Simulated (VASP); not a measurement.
# SnO2 (Cm) in VASP: single point with PBE

Aim: the single point of SnO2 with PBE.

Everything below comes from runs of VASP 6.6.1. Logs are shortened: lines on timing, memory, paths and dates and some standing lists are left out, and cuts for length are marked.

## 1. The cell of the first run

The structure is monoclinic, space group Cm (No. 8). Conventional cell: a = 5.819 Å, b = 3.208 Å, c = 5.394 Å, α = 90.00°, β = 115.47°, γ = 90.00°. Sn (site symmetry m) has 6 O at 2.08 to 2.30 Å within 2.8 Å. O (site symmetry m) has 3 Sn at 2.08 to 2.25 Å and 3 O at 2.75 to 2.87 Å within 2.9 Å. Within 2.9 Å of O (site symmetry m) lie 3 Sn at 2.14 to 2.30 Å and 3 O at 2.75 to 2.87 Å.

## 2. Single point, PBE (strained and its atoms moved)

INCAR

```
SYSTEM = SnO2
PREC     = Accurate       ! precision mode
ENCUT    = 520            ! plane-wave cutoff, eV
EDIFF    = 1E-7           ! SCF threshold, eV
ISMEAR   = 0              ! smearing method
SIGMA    = 0.02           ! smearing width, eV
LREAL    = .False.        ! projectors in reciprocal space
LASPH    = .True.         ! aspherical terms in the spheres
NELM     = 60             ! most SCF steps
ALGO     = Normal         ! electronic algorithm
ISIF     = 2              ! what is computed and relaxed
LWAVE    = .False.        ! write WAVECAR
LCHARG   = .True.         ! write CHGCAR
GGA      = PE             ! functional
LELF     = .True.         ! ELF
LVHAR    = .True.       
NBANDS   = 20             ! bands
```

KPOINTS

```
Automatic mesh
0
Gamma
  12 12 12
  0 0 0
```

POSCAR

```
SnO2
1.0
    1.6041886725      0.7771393433      4.8438493686
   -1.6041886725      0.7771393433      4.8438493686
    0.0000000000     -2.1303497967      4.9558848633
Sn O
1 2
Direct
    0.5033511367      0.5033511367      0.5010317964
    0.2371995158      0.2371995158      0.2368140621
    0.7594493475      0.7594493475      0.7621541414
```

Potentials or basis: VASP PAW PBE potentials, release 64 (Sn_d, O).

On the command line:

```
$ cat potpaw_PBE.64/Sn_d/POTCAR potpaw_PBE.64/O/POTCAR > POTCAR
$ mpirun -np 1 vasp_std > vasp.out
```

OUTCAR:

```text
SYSTEM = SnO2
   PREC = Accurate
   ENCUT = 520
   EDIFF = 1E-7
   ISMEAR = 0
   LREAL = .False.
   LASPH = .True.
   NELM = 60
   ISIF = 2
   GGA = PE

 ion  position               nearest neighbor table
   1  0.503  0.503  0.501-   2 2.08   2 2.08   3 2.14   3 2.14   2 2.25   3 2.30
   2  0.237  0.237  0.237-   1 2.08   1 2.08   1 2.25
   3  0.759  0.759  0.762-   1 2.14   1 2.14   1 2.30

  LATTYP: Found a base centered monoclinic cell.
 ALAT       =     5.8192937892
 B/A-ratio  =     0.5513344851
 C/A-ratio  =     0.9269794998
 COS(beta)  =    -0.4300033597

  Lattice vectors:

 A1 = (   1.6041886725,   2.9074891400,  -0.1120354947)
 A2 = (  -1.6041886725,   2.9074891400,  -0.1120354947)
 A3 = (   0.0000000000,  -2.1303497967,   4.9558848633)

Analysis of symmetry for initial positions (statically):
=====================================================================
 Subroutine PRICEL returns:
 Original cell was already a primitive cell.

 Routine SETGRP: Setting up the symmetry group for a
 base centered monoclinic supercell.

 Subroutine GETGRP returns: Found  2 space group operations
 (whereof  2 operations were pure point group operations)
 out of a pool of  4 trial point group operations.

The static configuration has the point symmetry C_1h.

Analysis of symmetry for dynamics (positions and initial velocities):
=====================================================================
 Subroutine PRICEL returns:
 Original cell was already a primitive cell.

 Routine SETGRP: Setting up the symmetry group for a
 base centered monoclinic supercell.

 Subroutine GETGRP returns: Found  2 space group operations
 (whereof  2 operations were pure point group operations)
 out of a pool of  4 trial point group operations.

The dynamic configuration has the point symmetry C_1h.

 Subroutine INISYM returns: Found  2 space group operations
 (whereof  2 operations are pure point group operations),
 and found     1 'primitive' translations

----------------------------------------------------------------------------------------

                                     Primitive cell

  volume of cell :      45.4643

  direct lattice vectors                    reciprocal lattice vectors
     1.604188673  0.777139343  4.843849369     0.311684036  0.174866185  0.075168442
    -1.604188673  0.777139343  4.843849369    -0.311684036  0.174866185  0.075168442
     0.000000000 -2.130349797  4.955884863     0.000000000 -0.341826125  0.054842030

  length of vectors
     5.161418755  5.161418755  5.394366046     0.365205991  0.365205991  0.346197556

  position of ions in fractional coordinates (direct lattice)
     0.503351137  0.503351137  0.501031796
     0.237199516  0.237199516  0.236814062
     0.759449348  0.759449348  0.762154141

  ion indices of the primitive-cell ions
   primitive index   ion index
                 1           1
                 2           2
                 3           3

----------------------------------------------------------------------------------------

 KPOINTS: Automatic mesh

Automatic generation of k-mesh.
 Grid dimensions read from file:
 generate k-points for:   12   12   12

 Generating k-lattice:

  Cartesian coordinates                     Fractional coordinates (reciprocal lattice)
     0.025973670  0.014572182  0.006264037     0.083333333  0.000000000 -0.000000000
    -0.025973670  0.014572182  0.006264037     0.000000000  0.083333333 -0.000000000
     0.000000000 -0.028485510  0.004570169    -0.000000000 -0.000000000  0.083333333

  Length of vectors
     0.030433833  0.030433833  0.028849796

  Shift w.r.t. Gamma in fractional coordinates (k-lattice)
     0.000000000  0.000000000  0.000000000

 Subroutine IBZKPT returns following result:
 ===========================================

 Found    476 irreducible k-points:

 Following reciprocal coordinates:
            Coordinates               Weight
  0.000000  0.000000  0.000000      1.000000
  0.083333 -0.000000  0.000000      4.000000
  0.166667  0.000000  0.000000      4.000000
  0.250000 -0.000000  0.000000      4.000000
  0.333333 -0.000000  0.000000      4.000000
  0.416667  0.000000  0.000000      4.000000
[... 16 lines left out ...]
  0.500000  0.166667  0.000000      4.000000
 -0.416667  0.166667 -0.000000      4.000000
 [... further k-points ...]
   k-points           NKPTS =    476   k-points in BZ     NKDIM =    476   number of bands    NBANDS=     20
   number of dos      NEDOS =    301   number of ions     NIONS =      3
   total plane-waves  NPLWV =  64000
   dimension x,y,z NGX =    40 NGY =   40 NGZ =   40
   dimension x,y,z NGXF=    80 NGYF=   80 NGZF=   80
   ions per type =               1   2
   NGX,Y,Z   is equivalent  to a cutoff of  12.88, 12.88, 12.33 a.u.
   NGXF,Y,Z  is equivalent  to a cutoff of  25.77, 25.77, 24.65 a.u.
 SYSTEM =  SnO2
   PREC   = accura    normal or accurate (medium, high low for compatibility)
   ISTART =      0    job   : 0-new  1-cont  2-samecut
   ICHARG =      2    charge: 1-file 2-atom 10-const
   ISPIN  =      1    spin polarized calculation?
   LNONCOLLINEAR =      F non collinear calculations
   LSORBIT =      F    spin-orbit coupling
   LASPH  =      T    aspherical Exc in radial PAW
   ENCUT  =  520.0 eV  38.22 Ry    6.18 a.u.   9.60  9.60 10.03*2*pi/ulx,y,z
   NELM   =     60;   NELMIN=  2; NELMDL= -5     # of ELM steps
   EDIFF  = 0.1E-06   stopping-criterion for ELM
   LREAL  =      F    real-space projection
   EDIFFG = 0.1E-05   stopping-criterion for IOM
   NSW    =      0    number of steps for IOM
   IBRION =     -1    ionic relax: 0-MD 1-quasi-New 2-CG
   NFREE  =      0    steps in history (QN), initial steepest desc. (CG)
   ISIF   =      2    stress and relaxation
   ISYM   =      2    0-nonsym 1-usesym 2-fastsym
   POTIM  = 0.5000    time-step for ionic-motion
   TEBEG  =    0.0;   TEEND  =   0.0 temperature during run
   PSTRESS=    0.0 pullay stress
   NELECT =      26.0000    total number of electrons
   NUPDOWN=      -1.0000    fix difference up-down
   EMIN   =  10.00;   EMAX   =-10.00  energy-range for DOS
   EFERMI =   0.00;   METHOD = LEGACY
   ISMEAR =     0;   SIGMA  =   0.02  broadening in eV -4-tet -1-fermi 0-gaus
   EFERMI_NEDOS =   21; number of points for ismear=-14 and -15
   IALGO  =     38    algorithm
   IMIX   =      4    mixing-type and parameters
     AMIX     =   0.40;   BMIX     =  1.00
     AMIX_MAG =   1.60;   BMIX_MAG =  1.00
  volume/ion in A,a.u.               =      15.15       102.27
  Fermi-wavevector in a.u.,A,eV,Ry     =   1.358863  2.567879 25.123275  1.846509
  Thomas-Fermi vector in A             =   2.485660
   LORBIT       =      0    0 simple, 1 ext, 2 COOP (PROOUT), +10 PAW based schemes
   GGA     = PE    functional components
   LHFCALC =     F    Hartree Fock is set to
   AEXX    =    0.0000 exact exchange contribution
   IVDW    =     0    specifies the selected vdW correction
   LEPSILON=     F    determine dielectric tensor
   LRPA    =     F    only Hartree local field effects (RPA)
 non-spin polarized calculation
 Gauss-broadening in eV      SIGMA  =   0.02
  energy-cutoff  :      520.00
  volume of cell :       45.46
 maximum number of plane-waves:      1242
   NGX = 19   NGY = 19   NGZ = 21

 number of electron      26.0000002 magnetization

 Free energy of the ion-electron system (eV)
  ---------------------------------------------------
  ext. energy  EPLUGINS =         0.00000000
  ---------------------------------------------------
  free energy    TOTEN  =       -18.04697082 eV

  energy without entropy =      -18.04697082  energy(sigma->0) =      -18.04697082

 E-fermi :   3.1057     XC(G=0):  -9.7904

 val. band max:        2.9710034420   @ k =  -0.1667   0.2500   0.0833
 cond. band min:       4.5279224039   @ k =   0.0000   0.0000   0.0000
 fundamental gap:      1.5569189620
 Fermi energy:         3.1057000539

 k-point     1 :       0.0000    0.0000    0.0000
  band No.  band energies     occupation
      1     -17.2218      2.00000
      2     -17.0337      2.00000
      3     -16.9845      2.00000
      4     -16.8737      2.00000
      5     -16.8676      2.00000
      6     -14.8015      2.00000
[... 12 lines left out ...]
     19      19.6061      0.00000
     20      19.6919      0.00000

 k-point     2 :       0.0833   -0.0000    0.0000
  band No.  band energies     occupation
      1     -17.1994      2.00000
      2     -17.0463      2.00000
      3     -17.0056      2.00000
      4     -16.8866      2.00000
      5     -16.8669      2.00000
      6     -14.7553      2.00000
[... 12 lines left out ...]
     19      18.0589      0.00000
     20      19.7072      0.00000

 k-point     3 :       0.1667    0.0000    0.0000
  band No.  band energies     occupation
      1     -17.2087      2.00000
      2     -17.0988      2.00000
      3     -16.9882      2.00000
      4     -16.9057      2.00000
      5     -16.8601      2.00000
      6     -14.6119      2.00000
[... 12 lines left out ...]
     19      16.7317      0.00000
     20      19.8383      0.00000

 k-point     4 :       0.2500   -0.0000    0.0000
  band No.  band energies     occupation
      1     -17.3709      2.00000
      2     -17.0384      2.00000
      3     -16.9704      2.00000
      4     -16.9106      2.00000
      5     -16.8352      2.00000
      6     -14.3757      2.00000
[... 12 lines left out ...]
     19      15.7886      0.00000
     20      19.9425      0.00000

 k-point     5 :       0.3333   -0.0000    0.0000
  band No.  band energies     occupation
      1     -17.5317      2.00000
      2     -17.0037      2.00000
      3     -16.9672      2.00000
      4     -16.8889      2.00000
      5     -16.7866      2.00000
      6     -14.0863      2.00000
[... 12 lines left out ...]
     19      15.3796      0.00000
     20      18.4654      0.00000
[... 353 lines left out ...]
      6     -14.1362      2.00000
[... 12 lines left out ...]
     19      16.1547      0.00000
     20      18.4001      0.00000

 k-point    22 :       0.4167    0.1667    0.0000
  band No.  band energies     occupation
      1     -17.4511      2.00000
      2     -17.1271      2.00000
      3     -16.9554      2.00000
      4     -16.8764      2.00000
      5     -16.8291      2.00000
      6     -13.8014      2.00000
[... 12 lines left out ...]
     19      16.2375      0.00000
     20      17.4328      0.00000

 k-point    23 :       0.5000    0.1667    0.0000
  band No.  band energies     occupation
      1     -17.5464      2.00000
      2     -17.1028      2.00000
      3     -16.9699      2.00000
      4     -16.8521      2.00000
      5     -16.8112      2.00000
      6     -13.5297      2.00000
[... 12 lines left out ...]
     19      16.3287      0.00000
     20      16.9165      0.00000

 k-point    24 :      -0.4167    0.1667   -0.0000
  band No.  band energies     occupation
      1     -17.6071      2.00000
      2     -17.0688      2.00000
      3     -16.9773      2.00000
      4     -16.8658      2.00000
      5     -16.7699      2.00000
      6     -13.4713      2.00000
[... 12 lines left out ...]
     19      15.7674      0.00000
     20      17.1327      0.00000

 [... further k-points ...]
[... 5 lines left out ...]
  --------------------------------------------------------------------------------------
  -------------------------------------------------------------------------------------
  Total       -0.8289350     -2.3252815     -1.3894465      0.0000000      1.3402519      0.0000000
  in kB      -29.2119309    -81.9436488    -48.9645314      0.0000000     47.2308961      0.0000000
  external PRESSURE =     -53.3733704 kB  Pullay stress =       0.0000000 kB

 VOLUME and BASIS-vectors are now :
 -----------------------------------------------------------------------------
  energy-cutoff  :      520.00
  volume of cell :       45.46
      direct lattice vectors                 reciprocal lattice vectors
     1.604188673  0.777139343  4.843849369     0.311684036  0.174866185  0.075168442
    -1.604188673  0.777139343  4.843849369    -0.311684036  0.174866185  0.075168442
     0.000000000 -2.130349797  4.955884863     0.000000000 -0.341826125  0.054842030

 POSITION                                       TOTAL-FORCE (eV/Angst)
 -----------------------------------------------------------------------------------
      0.00000     -0.28503      7.35937         0.000000     -0.297774     -1.018206
      0.00000     -0.13582      3.47154         0.000000      0.700544     -0.085407
      0.00000     -0.44326     11.13446         0.000000     -0.402770      1.103613
 -----------------------------------------------------------------------------------
    total drift:                                0.000000      0.000106     -0.000470

  FREE ENERGIE OF THE ION-ELECTRON SYSTEM (eV)
  ---------------------------------------------------
  free  energy   TOTEN  =       -18.0469708182 eV

  energy  without entropy=      -18.0469708182  energy(sigma->0) =      -18.04697082
```

Wall time 15 min (1 thread of Intel Xeon 8259CL, shared host); peak memory 0.55 GiB.

Results:

```yaml
Free_energy: -18.0470 eV
Pressure: -5.3 GPa
Largest_force: 1.175 eV/Å
Band_gap_on_the_k_mesh: 1.56 eV (least direct gap 1.74 eV)
```

Forces on the atoms (eV/Å):
```
Sn   0.000 -0.298 -1.018
O    0.000  0.701 -0.085
O    0.000 -0.403  1.104
```

Levels at points of the mesh, in eV from the valence-band top:
| k point | band 11 | band 12 | band 13 | band 14 | band 15 | band 16 |
| --- | --- | --- | --- | --- | --- | --- |
| (0.00, 0.00, 0.00) | -0.79 | -0.73 | -0.18 | 1.56 | 5.35 | 9.83 |
| (0.50, 0.00, 0.00) | -1.57 | -0.75 | -0.54 | 4.82 | 7.10 | 9.67 |
| (0.50, 0.50, 0.00) | -0.96 | -0.47 | -0.16 | 4.35 | 6.60 | 9.54 |
| (0.00, 0.00, 0.50) | -1.40 | -0.64 | -0.59 | 4.60 | 7.29 | 9.29 |
| (0.50, 0.00, 0.50) | -1.30 | -0.61 | -0.03 | 4.58 | 6.34 | 10.26 |
| (0.50, 0.50, 0.50) | -1.23 | -0.78 | -0.71 | 2.77 | 5.26 | 9.87 |

Caveat: the cell differs from its parent crystal (strained and its atoms moved); the cell stands under tension; spin-orbit coupling is left out, which moves the levels of the heavy elements; forces of over 1 eV/Å act on the atoms, so gaps and moduli don't describe the material at rest. A k mesh can miss the band edges.
